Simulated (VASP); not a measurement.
Write the native input for VASP 6.6.1 that does the following.

```yaml
Task: single point
Functional: PBE
Potentials_or_basis: VASP PAW PBE potentials, release 64 (Pd, Ge_d)
Cutoff: 520 eV
k_mesh: 7 × 7 × 7
Occupations: fermi-dirac, width 0.05 eV
Spin: no spin polarisation
Dipole_correction: no
Further_INCAR_settings: ALGO = Normal; EDIFF = 1e-06; NBANDS = 34
```

The structure of Ge3Pd lies in POSCAR:

```
Ge3Pd
1.0
    4.2232597616      0.0000000000      0.0000000000
    0.0000000000      4.2232597616      0.0000000000
    0.0000000000      0.0000000000      4.2232597616
Pd Ge
1 3
Direct
    0.0000000000      0.0000000000      0.0000000000
    0.5000000000      0.5000000000      0.0000000000
    0.5000000000      0.0000000000      0.5000000000
    0.0000000000      0.5000000000      0.5000000000
```

One way to write it, as run:

INCAR

```
SYSTEM = Ge3Pd
PREC     = Accurate       ! precision mode
ENCUT    = 520            ! plane-wave cutoff, eV
EDIFF    = 1E-6           ! SCF threshold, eV
ISMEAR   = -1             ! smearing method
SIGMA    = 0.05           ! smearing width, eV
LREAL    = .FALSE.        ! projectors in reciprocal space
LASPH    = .TRUE.         ! aspherical terms in the spheres
NELM     = 60             ! most SCF steps
ALGO     = Normal         ! electronic algorithm
ISIF     = 2              ! what is computed and relaxed
LWAVE    = .FALSE.        ! write WAVECAR
LCHARG   = .FALSE.        ! write CHGCAR
GGA      = PE             ! functional
NBANDS   = 34             ! bands
```

KPOINTS

```
Automatic mesh
0
G
  7 7 7
  0 0 0
```

Potentials or basis: VASP PAW PBE potentials, release 64 (Pd, Ge_d).

Launch:

```console
$ cat potpaw_PBE.64/Pd/POTCAR potpaw_PBE.64/Ge_d/POTCAR > POTCAR
$ mpirun -np 1 vasp_std > vasp.out
```

Results of the run:

The pressure is -4.4 GPa and the band gap on the k mesh is zero (bands 26 and 27 overlap by 1.49 eV).

Caveat: the cell stands under tension.

Wall time 15 s on 1 thread of Intel(R) Xeon(R) 6975P-C (Granite Rapids), on a shared host, peak memory 0.19 GiB.
